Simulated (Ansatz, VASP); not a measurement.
One calculation of SiC, two programs

Contents of POSCAR:

```
SiC
1.0
    1.5415877827      0.8900361213      5.3212273245
   -1.5415877827      0.8900361213      5.3212273245
    0.0000000000     -1.7800722426      5.3212273245
C Si
2 2
Direct
    0.4491910690      0.4491910690      0.4491910690
    0.5508089310      0.5508089310      0.5508089310
    0.9254740595      0.9254740595      0.9254740595
    0.0745259405      0.0745259405      0.0745259405
```

The input INCAR.step1:

```
SYSTEM = SiC
PREC     = Accurate       ! precision mode
ENCUT    = 520            ! plane-wave cutoff, eV
EDIFF    = 1E-5           ! SCF threshold, eV
ISMEAR   = 0              ! smearing method
SIGMA    = 0.01           ! smearing width, eV
LREAL    = .FALSE.        ! projectors in reciprocal space
LASPH    = .TRUE.         ! aspherical terms in the spheres
NELM     = 60             ! most SCF steps
ALGO     = Normal         ! electronic algorithm
ISIF     = 2              ! what is computed and relaxed
LWAVE    = .TRUE.         ! write WAVECAR
LCHARG   = .FALSE.        ! write CHGCAR
NBANDS   = 16             ! bands
GGA      = PE             ! functional
```

Contents of INCAR.step2:

```
SYSTEM = SiC
PREC     = Accurate       ! precision mode
ENCUT    = 520            ! plane-wave cutoff, eV
EDIFF    = 1E-7           ! SCF threshold, eV
ISMEAR   = 0              ! smearing method
SIGMA    = 0.01           ! smearing width, eV
LREAL    = .FALSE.        ! projectors in reciprocal space
LASPH    = .TRUE.         ! aspherical terms in the spheres
NELM     = 60             ! most SCF steps
ALGO     = Normal         ! electronic algorithm
ISIF     = 2              ! what is computed and relaxed
LWAVE    = .FALSE.        ! write WAVECAR
LCHARG   = .FALSE.        ! write CHGCAR
GGA      = PE             ! functional
LHFCALC  = .TRUE.         ! exact exchange
HFSCREEN = 0.2079         ! screening, 1/A
PRECFOCK = Normal       
NBANDS   = 16             ! bands
ISTART   = 1
```

File KPOINTS:

```
regular mesh
0
G
  4 4 4
  0 0 0
```

Input for Ansatz:

```yaml
crystal:
  lattice:
    - [1.5415877827, 0.8900361213, 5.3212273245]
    - [-1.5415877827, 0.8900361213, 5.3212273245]
    - [0.0, -1.7800722426, 5.3212273245]
  atoms:
    - { symbol: C, position: [0.449191069, 0.449191069, 0.449191069] }
    - { symbol: Si, position: [0.9254740595, 0.9254740595, 0.9254740595] }
    - { symbol: Si, position: [0.0745259405, 0.0745259405, 0.0745259405] }
    - { symbol: C, position: [0.550808931, 0.550808931, 0.550808931] }
kpoints:
  mp_grid: { grid: [4, 4, 4] }
hamiltonian:
  xc: hse06
scf:
  occupations: { method: fixed }
  n_extra_bands: 5
output:
  forces: true
  stress: true
  eigenvalues: true
  write_density: true
  write_potential: true
  elf: true
  volumetric_format: npy
```

Alike in both runs: task single point; functional HSE06; k mesh 4 × 4 × 4; no spin polarisation.

|  | VASP | Ansatz |
| --- | --- | --- |
| version | VASP 6.6.1 | Ansatz 0.2.0 |
| potentials or method | VASP PAW PBE potentials, release 64 (C, Si) | plane waves, PAW |
| plane-wave cutoff (eV) | 520 | 420 |
| occupations | gaussian, width 0.01 eV | fixed |
| valence electrons in the cell | 16 | 16 |

```tsv
	VASP	Ansatz	Ansatz less VASP
gap on the k mesh at the Fermi level (eV)	1.27	1.26	-0.011
pressure (GPa)	-1.8	-1.4	+0.36
rms of the force components (eV/Å)	0.080	0.093	+0.0127
```

Ansatz's warnings: stress exchange threshold loose, stress scf threshold loose.

The k mesh is coarse, so the values compare programs but aren't converged.
